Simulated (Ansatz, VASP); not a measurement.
**PbSe: VASP beside Ansatz**

The input INCAR:

```
SYSTEM = PbSe
PREC = Accurate
ENCUT = 520
EDIFF = 1E-7
ISMEAR = 0
SIGMA = 0.03
LREAL = .False.
LASPH = .True.
NELM = 60
ALGO = Normal
ISIF = 2
LWAVE = .False.
LCHARG = .False.
GGA = PE
NBANDS = 17
```

The input KPOINTS:

```
regular mesh
0
Gamma
  10 10 10
  0 0 0
```

File POSCAR:

```
PbSe
1.0
    0.0000000000      3.0621500000      3.0621500000
    3.0621500000      0.0000000000      3.0621500000
    3.0621500000      3.0621500000      0.0000000000
Pb Se
1 1
Direct
    0.0070704032      0.0070704032      0.0070704032
    0.5000000000      0.5000000000      0.5000000000
```

Input for Ansatz:

```yaml
crystal:
  lattice:
    - [0.0, 3.06215, 3.06215]
    - [3.06215, 0.0, 3.06215]
    - [3.06215, 3.06215, 0.0]
  atoms:
    - { symbol: Pb, position: [0.0070704032, 0.0070704032, 0.0070704032] }
    - { symbol: Se, position: [0.5, 0.5, 0.5] }
basis:
  ecutwfc: 420
kpoints:
  mp_grid: { grid: [10, 10, 10] }
hamiltonian:
  xc: pbe
scf:
  occupations: { method: gaussian, width: 0.03 }
output:
  forces: true
  stress: true
  eigenvalues: true
```

Change from the starting cell: all Pb atoms moved +0.075 Å, as atom 1 along Cartesian [1 1 1].

Alike in both runs: task single point; functional PBE; k mesh 10 × 10 × 10; occupations gaussian, width 0.03 eV; no spin polarisation.

```csv
,VASP,Ansatz
version,VASP 6.6.1,Ansatz 0.2.0
potentials or method,"VASP PAW PBE potentials, release 64 (Pb_d, Se), cutoff 520 eV","scalar-relativistic, plane waves, PAW"
valence electrons in the cell,20,30
```

```csv
,VASP,Ansatz,Ansatz less VASP
gap on the k mesh at the Fermi level (eV),0.33,0.32,-0.005
least direct gap on the mesh (eV),0.33,0.32,-0.005
pressure (GPa),2.4,2.4,+0.01
rms of the force components (eV/Å),0.031,0.030,-0.0009
```

Atom by atom the forces differ by 0.001 eV/Å (rms over components). With one functional, cell and mesh, what is left measures potentials, basis and numerics. VASP's potentials hold 20 valence electrons a cell and Ansatz's 30, so a difference there can come from the potentials and not from the codes.

Spin-orbit coupling is off throughout.
